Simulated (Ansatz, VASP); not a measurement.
**Al2Cu: VASP beside Ansatz**

```
Al Cu
1.0
    -2.03034    2.03034    2.85109
     2.03034   -2.03034    2.85109
     2.03034    2.03034   -2.85109
Al Cu
2 1
Cartesian
  0.0000 2.0303 1.4255
  2.0303 0.0000 1.4255
  0.0000 0.0000 2.8511
```

Alike in both runs: task single point; functional LDA; k mesh 6 × 6 × 6; occupations gaussian, width 0.1 eV; no spin polarisation.

|  | VASP | Ansatz |
| --- | --- | --- |
| version | VASP 6.6.1 | Ansatz 0.2.0 |
| potentials or method | VASP PAW LDA potentials, release 64 (Al, Cu), cutoff 600 eV | scalar-relativistic, plane waves, PAW |
| valence electrons in the cell | 17 | 25 |

|  | VASP | Ansatz | Ansatz less VASP |
| --- | --- | --- | --- |
| gap on the k mesh at the Fermi level (eV) | none | none | - |
| pressure (GPa) | -3.0 | -3.3 | -0.30 |
| traceless stress, the component that is largest in VASP (GPa) | 0.05 | 0.06 | +0.016 |

Ansatz warns that its potentials were made for another functional, while VASP's fit it. LDA's correlation is that of Perdew and Zunger in VASP and of Perdew and Wang (1992) in Ansatz. A gap of «none» marks a metal or a gap that the smearing closes. VASP's potentials hold 17 valence electrons a cell and Ansatz's 25, so a difference there can come from the potentials and not from the codes.

The k mesh is coarse, so the values compare programs but aren't converged.
